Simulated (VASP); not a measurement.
Write the native input for VASP 6.6.1 that does the following.

```
Task                   : single point
Functional             : PBE
Potentials or basis    : VASP PAW PBE potentials, release 64 (Si, W_sv)
Cutoff                 : 400 eV
k mesh                 : 1 × 1 × 1, shifted
Occupations            : fermi-dirac, width 0.1224 eV
Spin                   : no spin polarisation
Dipole correction      : no
Mended                 : yes
Further INCAR settings : LREAL = Auto; ALGO = Normal; EDIFF = 1e-06; NBANDS = 111; ISYM = -1
```

The structure of Si5W3 lies in POSCAR:

```
Si5W3
1.0
    7.2041990000     -0.0818820000      0.0070510000
   -0.0818820000      7.4902340000      0.1623590000
    0.0070510000      0.1623590000      7.4951860000
Si W
15 9
Direct
    0.6492851508      0.8582293739      0.2986956731
    0.0685875402      0.8015458749      0.8679464662
    0.2013861912      0.7182969223      0.5638053620
    0.2280406760      0.1650727637      0.3172709838
    0.9758737026      0.0775431211      0.8634283780
    0.5566582609      0.6391412747      0.0008905269
    0.3301689149      0.8800388365      0.3080092680
    0.5689562151      0.8939645983      0.6157727229
    0.4716137302      0.9794425277      0.9802225511
   -0.0122788030      0.8297810674      0.1856578547
    0.2578460025      0.2869144334      1.0257004679
    0.6133414168      0.3277076153      0.0700232188
    0.1272601627      0.4179119899      0.4745331091
    0.6879859277      0.5797471918      0.7527056483
    0.9410132260      0.3174010234      0.2078979765
    0.2153934970      0.6360512895      0.1050256270
    0.5044068338      0.5554509922      0.3582796958
    0.9159050382      0.9647875610      0.4695184362
    0.3460259139      0.5092286527      0.7678510335
    0.8254399943      0.5967248628      0.4613592205
    0.9544134938      0.4036799929      0.8481616534
    0.6341580474      0.2407096625      0.7152201655
    0.2585359841      0.1950548798      0.6785995901
    0.5562038921      0.1933516193      0.3916457618
```

One way to write it, as run:

INCAR

```
SYSTEM = Si5W3
  PREC = Accurate
  ENCUT = 400
  EDIFF = 1E-6
  ISMEAR = -1
  SIGMA = 0.1224
  LREAL = Auto
  LASPH = .True.
  NELM = 120
  ALGO = Normal
  ISIF = 2
  LWAVE = .False.
  LCHARG = .False.
  GGA = PE
  NBANDS = 111
  ISYM = -1
  GGA_COMPAT = .False.
```

KPOINTS

```
explicit points
1
Reciprocal
  0.25000000   0.25000000   0.25000000 1
```

Potentials or basis: VASP PAW PBE potentials, release 64 (Si, W_sv).

Command:

```sh
$ cat potpaw_PBE.64/Si/POTCAR potpaw_PBE.64/W_sv/POTCAR > POTCAR
$ mpirun -np 1 vasp_std > vasp.out
```

It gave:

```
Pressure      : -2.3 GPa
Largest force : 3.748 eV/Å
```

Caveat: the atoms stand as in a frame of molecular dynamics.

Wall time 54 s on 1 thread of AMD EPYC 9R45 96-Core Processor (Zen 5) (shared host), peak memory 0.3 GiB.
